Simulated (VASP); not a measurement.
# Ta (Im-3m) in VASP: a series of runs

The runs below take Ta through single point, with PBE.

All numbers are computed with VASP 6.6.1; they aren't measurements. Logs are shortened: lines on timing, memory, paths and dates and some standing lists are left out, and cuts for length are marked.

**1. The cell of the first run**

Symmetry: Im-3m, No. 229, cubic system. The conventional cell has a = 3.320 Å, b = 3.320 Å, c = 3.320 Å, α = 90.00°, β = 90.00°, γ = 90.00°. Ta (site symmetry m-3m) has 14 Ta at 2.87 to 3.32 Å within 3.8 Å.

**2. Single point, PBE**

File INCAR:

```
PREC = Accurate ; ENCUT = 520
EDIFF = 1E-6 ; ISMEAR = -1
SIGMA = 0.08 ; LREAL = False
LASPH = True ; NELM = 80
ALGO = Normal ; ISIF = 2
LWAVE = False ; LCHARG = False
GGA = PE ; NBANDS = 24
```

File KPOINTS:

```
Automatic mesh
0
Gamma
  9 9 13
```

File POSCAR:

```
Ta
1.0
    0.0000000000      3.3195547170     -3.3195547170
   -3.3195547170      0.0000000000      3.3195547170
    1.6597773585      1.6597773585      1.6597773585
Ta
3
Direct
    0.0000000000      0.0000000000      0.0000000000
    0.3333333330      0.6666666670      0.3333333330
    0.6666666670      0.3333333330      0.6666666670
```

Potentials or basis: VASP PAW PBE potentials, release 64 (Ta_pv).

On the command line:

```sh
> cat potpaw_PBE.64/Ta_pv/POTCAR > POTCAR
> mpirun -np 1 vasp_std > vasp.out
```

OUTCAR:

```text
PREC = Accurate
   ENCUT = 520
   EDIFF = 1E-6
   ISMEAR = -1
   LREAL = False
   LASPH = True
   NELM = 80
   ISIF = 2
   GGA = PE

 ion  position               nearest neighbor table
   1  0.000  0.000  0.000-   2 2.87   3 2.87   3 2.87   2 2.87   3 2.87   2 2.87   3 3.32   2 3.32
                             3 3.32   3 3.32   2 3.32   2 3.32
   2  0.333  0.667  0.333-   1 2.87   3 2.87   3 2.87   1 2.87   1 2.87   3 2.87   3 3.32   3 3.32
                             1 3.32   1 3.32   1 3.32   3 3.32
   3  0.667  0.333  0.667-   1 2.87   2 2.87   2 2.87   1 2.87   1 2.87   2 2.87   2 3.32   2 3.32
                             1 3.32   1 3.32   1 3.32   2 3.32

  LATTYP: Found a hexagonal cell.
 ALAT       =     4.6945593018
 C/A-ratio  =     0.6123724357

  Lattice vectors:

 A1 = (   0.0000000000,   3.3195547170,  -3.3195547170)
 A2 = (  -3.3195547170,   0.0000000000,   3.3195547170)
 A3 = (   1.6597773585,   1.6597773585,   1.6597773585)

Analysis of symmetry for initial positions (statically):
=====================================================================
 Subroutine PRICEL returns following result:

  LATTYP: Found a body centered cubic cell.
 ALAT       =     3.3195547148

  Lattice vectors:

 A1 = (  -1.6597773618,   1.6597773552,  -1.6597773552)
 A2 = (  -1.6597773568,  -1.6597773568,   1.6597773568)
 A3 = (   1.6597773585,   1.6597773585,   1.6597773585)

   3 primitive cells build up your supercell.

 Routine SETGRP: Setting up the symmetry group for a
 hexagonal supercell.

 Subroutine GETGRP returns: Found 12 space group operations
 (whereof 12 operations were pure point group operations)
 out of a pool of 24 trial point group operations.

The static configuration has the point symmetry D_3d.

Analysis of symmetry for dynamics (positions and initial velocities):
=====================================================================
 Subroutine PRICEL returns following result:

  LATTYP: Found a body centered cubic cell.
 ALAT       =     3.3195547148

  Lattice vectors:

 A1 = (  -1.6597773618,   1.6597773552,  -1.6597773552)
 A2 = (  -1.6597773568,  -1.6597773568,   1.6597773568)
 A3 = (   1.6597773585,   1.6597773585,   1.6597773585)

   3 primitive cells build up your supercell.

 Routine SETGRP: Setting up the symmetry group for a
 hexagonal supercell.

 Subroutine GETGRP returns: Found 12 space group operations
 (whereof 12 operations were pure point group operations)
 out of a pool of 24 trial point group operations.

The dynamic configuration has the point symmetry D_3d.

 Subroutine INISYM returns: Found 12 space group operations
 (whereof 12 operations are pure point group operations),
 and found     3 'primitive' translations

----------------------------------------------------------------------------------------

                                     Primitive cell

  volume of cell :      18.2898

  direct lattice vectors                    reciprocal lattice vectors
    -1.659777362  1.659777355 -1.659777355    -0.301245223  0.301245223  0.000000000
    -1.659777357 -1.659777357  1.659777357    -0.301245222 -0.000000001  0.301245223
     1.659777359  1.659777359  1.659777359     0.000000000  0.301245223  0.301245223

  length of vectors
     2.874818712  2.874818711  2.874818714     0.426025080  0.426025080  0.426025080

  position of ions in fractional coordinates (direct lattice)
     0.000000000  0.000000000  0.000000000

  ion indices of the primitive-cell ions
   primitive index   ion index
                 1           1

----------------------------------------------------------------------------------------

 KPOINTS: Automatic mesh

Automatic generation of k-mesh.
 Grid dimensions read from file:
 generate k-points for:    9    9   13

 Generating k-lattice:

  Cartesian coordinates                     Fractional coordinates (reciprocal lattice)
    -0.011157230  0.022314461 -0.011157230     0.111111111  0.000000000  0.000000000
    -0.022314461  0.011157230  0.011157230     0.000000000  0.111111111  0.000000000
     0.015448473  0.015448473  0.015448473     0.000000000  0.000000000  0.076923077

  Length of vectors
     0.027329522  0.027329522  0.026757540

  Shift w.r.t. Gamma in fractional coordinates (k-lattice)
     0.000000000  0.000000000  0.000000000

 Subroutine IBZKPT returns following result:
 ===========================================

 Found    126 irreducible k-points:

 Following reciprocal coordinates:
            Coordinates               Weight
  0.000000  0.000000  0.000000      1.000000
  0.111111  0.000000  0.000000      6.000000
  0.222222  0.000000  0.000000      6.000000
  0.333333  0.000000  0.000000      6.000000
  0.444444  0.000000  0.000000      6.000000
  0.111111  0.111111  0.000000      6.000000
[... 16 lines left out ...]
  0.222222  0.111111  0.076923     12.000000
 -0.111111  0.333333  0.076923     12.000000
 [... further k-points ...]
   k-points           NKPTS =    126   k-points in BZ     NKDIM =    126   number of bands    NBANDS=     24
   number of dos      NEDOS =    301   number of ions     NIONS =      3
   total plane-waves  NPLWV =  31104
   dimension x,y,z NGX =    36 NGY =   36 NGZ =   24
   dimension x,y,z NGXF=    72 NGYF=   72 NGZF=   48
   ions per type =               3
   NGX,Y,Z   is equivalent  to a cutoff of  12.75, 12.75, 13.88 a.u.
   NGXF,Y,Z  is equivalent  to a cutoff of  25.50, 25.50, 27.76 a.u.
 SYSTEM =  unknown system
   PREC   = accura    normal or accurate (medium, high low for compatibility)
   ISTART =      0    job   : 0-new  1-cont  2-samecut
   ICHARG =      2    charge: 1-file 2-atom 10-const
   ISPIN  =      1    spin polarized calculation?
   LNONCOLLINEAR =      F non collinear calculations
   LSORBIT =      F    spin-orbit coupling
   LASPH  =      T    aspherical Exc in radial PAW
   ENCUT  =  520.0 eV  38.22 Ry    6.18 a.u.   8.73  8.73  5.35*2*pi/ulx,y,z
   NELM   =     80;   NELMIN=  2; NELMDL= -5     # of ELM steps
   EDIFF  = 0.1E-05   stopping-criterion for ELM
   LREAL  =      F    real-space projection
   EDIFFG = 0.1E-04   stopping-criterion for IOM
   NSW    =      0    number of steps for IOM
   IBRION =     -1    ionic relax: 0-MD 1-quasi-New 2-CG
   NFREE  =      0    steps in history (QN), initial steepest desc. (CG)
   ISIF   =      2    stress and relaxation
   ISYM   =      2    0-nonsym 1-usesym 2-fastsym
   POTIM  = 0.5000    time-step for ionic-motion
   TEBEG  =    0.0;   TEEND  =   0.0 temperature during run
   PSTRESS=    0.0 pullay stress
   NELECT =      33.0000    total number of electrons
   NUPDOWN=      -1.0000    fix difference up-down
   EMIN   =  10.00;   EMAX   =-10.00  energy-range for DOS
   EFERMI =   0.00;   METHOD = LEGACY
   ISMEAR =    -1;   SIGMA  =   0.08  broadening in eV -4-tet -1-fermi 0-gaus
   EFERMI_NEDOS =   21; number of points for ismear=-14 and -15
   IALGO  =     38    algorithm
   IMIX   =      4    mixing-type and parameters
     AMIX     =   0.40;   BMIX     =  1.00
     AMIX_MAG =   1.60;   BMIX_MAG =  1.00
  volume/ion in A,a.u.               =      18.29       123.43
  Fermi-wavevector in a.u.,A,eV,Ry     =   1.381876  2.611368 25.981449  1.909583
  Thomas-Fermi vector in A             =   2.506620
   LORBIT       =      0    0 simple, 1 ext, 2 COOP (PROOUT), +10 PAW based schemes
   GGA     = PE    functional components
   LHFCALC =     F    Hartree Fock is set to
   AEXX    =    0.0000 exact exchange contribution
   IVDW    =     0    specifies the selected vdW correction
   LEPSILON=     F    determine dielectric tensor
   LRPA    =     F    only Hartree local field effects (RPA)
 non-spin polarized calculation
  energy-cutoff  :      520.00
  volume of cell :       54.87
 maximum number of plane-waves:      1529
 NGX is ok and might be reduce to    36
   NGX = 17   NGY = 17   NGZ = 11

 number of electron      32.9999992 magnetization

 Free energy of the ion-electron system (eV)
  ---------------------------------------------------
  ext. energy  EPLUGINS =         0.00000000
  ---------------------------------------------------
  free energy    TOTEN  =       -35.48111446 eV

  energy without entropy =      -35.39734790  energy(sigma->0) =      -35.43923118

 E-fermi :   5.3640     XC(G=0): -12.5397

 val. band max:        5.3533629932   @ k =   0.4444   0.0000   0.4615
 cond. band min:       5.3668780563   @ k =   0.0000   0.2222   0.1538
 fundamental gap:      0.0135150632
 Fermi energy:         5.3640088755

 k-point     1 :       0.0000    0.0000    0.0000
  band No.  band energies     occupation
      1     -28.5445      2.00000
      2     -28.5445      2.00000
      3     -28.5445      2.00000
      4     -28.5445      2.00000
      5     -27.9104      2.00000
      6     -27.9104      2.00000
[... 16 lines left out ...]
     23       9.8348      0.00000
     24       9.8348      0.00000

 k-point     2 :       0.1111    0.0000    0.0000
  band No.  band energies     occupation
      1     -28.6670      2.00000
      2     -28.6493      2.00000
      3     -28.4106      2.00000
      4     -28.4020      2.00000
      5     -27.9048      2.00000
      6     -27.9027      2.00000
[... 16 lines left out ...]
     23       9.4178      0.00000
     24      10.0470      0.00000

 k-point     3 :       0.2222    0.0000    0.0000
  band No.  band energies     occupation
      1     -28.7687      2.00000
      2     -28.6874      2.00000
      3     -28.2750      2.00000
      4     -28.2647      2.00000
      5     -27.9545      2.00000
      6     -27.8906      2.00000
[... 16 lines left out ...]
     23       9.3868      0.00000
     24      10.0847      0.00000
[... 514 lines left out ...]
 k-point    23 :       0.2222    0.1111    0.0769
  band No.  band energies     occupation
      1     -28.7868      2.00000
      2     -28.6961      2.00000
      3     -28.2196      2.00000
      4     -28.1562      2.00000
      5     -28.0704      2.00000
      6     -27.9058      2.00000
[... 16 lines left out ...]
     23       9.8007      0.00000
     24      10.1298      0.00000

 k-point    24 :      -0.1111    0.3333    0.0769
  band No.  band energies     occupation
      1     -28.7619      2.00000
      2     -28.6985      2.00000
      3     -28.2281      2.00000
      4     -28.1864      2.00000
      5     -28.1149      2.00000
      6     -27.9069      2.00000
[... 16 lines left out ...]
     23       9.5064      0.00000
     24      10.1855      0.00000

 [... further k-points ...]
[... 5 lines left out ...]
  --------------------------------------------------------------------------------------
  -------------------------------------------------------------------------------------
  Total        0.0464572      0.0464572      0.0464572      0.0096630      0.0096630      0.0096630
  in kB        1.3565418      1.3565418      1.3565418      0.2821570      0.2821570      0.2821570
  external PRESSURE =       1.3565418 kB  Pullay stress =       0.0000000 kB

 VOLUME and BASIS-vectors are now :
 -----------------------------------------------------------------------------
  energy-cutoff  :      520.00
  volume of cell :       54.87
      direct lattice vectors                 reciprocal lattice vectors
     0.000000000  3.319554717 -3.319554717    -0.100415074  0.200830148 -0.100415074
    -3.319554717  0.000000000  3.319554717    -0.200830148  0.100415074  0.100415074
     1.659777358  1.659777358  1.659777358     0.200830148  0.200830148  0.200830148

 POSITION                                       TOTAL-FORCE (eV/Angst)
 -----------------------------------------------------------------------------------
      0.00000      0.00000      0.00000        -0.000000     -0.000000      0.000000
     -1.65978      1.65978      1.65978        -0.000000     -0.000000     -0.000000
      0.00000      3.31955     -0.00000         0.000000      0.000000      0.000000
 -----------------------------------------------------------------------------------
    total drift:                               -0.000000     -0.000000      0.000000

  FREE ENERGIE OF THE ION-ELECTRON SYSTEM (eV)
  ---------------------------------------------------
  free  energy   TOTEN  =       -35.4811144620 eV

  energy  without entropy=      -35.3973478957  energy(sigma->0) =      -35.43923118
```

Wall time 2.2 min (1 thread of Intel Xeon Platinum 8488C (Sapphire Rapids), shared host); peak memory 0.26 GiB.

Results:

```yaml
Free_energy: -35.4811 eV
Pressure: 0.1 GPa
```

Levels at points of the mesh, in eV from the Fermi level:
| k point | band 14 | band 15 | band 16 | band 17 | band 18 | band 19 | band 20 | band 21 |
| --- | --- | --- | --- | --- | --- | --- | --- | --- |
| (0.00, 0.00, 0.00) | -1.02 | -1.02 | -1.02 | 0.73 | 0.73 | 0.73 | 3.95 | 3.95 |

Caveat: spin-orbit coupling is left out, which moves the levels of the heavy elements.

**3. Single point, PBE**

File INCAR:

```
SYSTEM = Ta
PREC     = Accurate       ! precision mode
ENCUT    = 520            ! plane-wave cutoff, eV
EDIFF    = 1E-6           ! SCF threshold, eV
ISMEAR   = -1             ! smearing method
SIGMA    = 0.08           ! smearing width, eV
LREAL    = .False.        ! projectors in reciprocal space
LASPH    = .True.         ! aspherical terms in the spheres
NELM     = 80             ! most SCF steps
ALGO     = Normal         ! electronic algorithm
ISIF     = 2              ! what is computed and relaxed
LWAVE    = .False.        ! write WAVECAR
LCHARG   = .False.        ! write CHGCAR
GGA      = PE             ! functional
NBANDS   = 24             ! bands
```

File KPOINTS:

```
Automatic mesh
0
Gamma
  9 9 13
  0 0 0
```

POSCAR is that of step 2.

Potentials or basis: VASP PAW PBE potentials, release 64 (Ta_pv).

On the command line:

```sh
> cat potpaw_PBE.64/Ta_pv/POTCAR > POTCAR
> mpirun -np 1 vasp_std > vasp.out
```

Wall time 2.1 min (1 thread of Intel Xeon Platinum 8488C (Sapphire Rapids), shared host); peak memory 0.26 GiB.

Results (log left out):

| Item | Value |
| --- | --- |
| Free energy | -35.4811 eV |
| Pressure | 0.1 GPa |

Levels at points of the mesh, in eV from the Fermi level:
```csv
k point,band 15,band 16,band 17,band 18,band 19,band 20
"(0.00, 0.00, 0.00)",-1.02,-1.02,0.73,0.73,0.73,3.95
```

Caveat: spin-orbit coupling is left out, which moves the levels of the heavy elements.
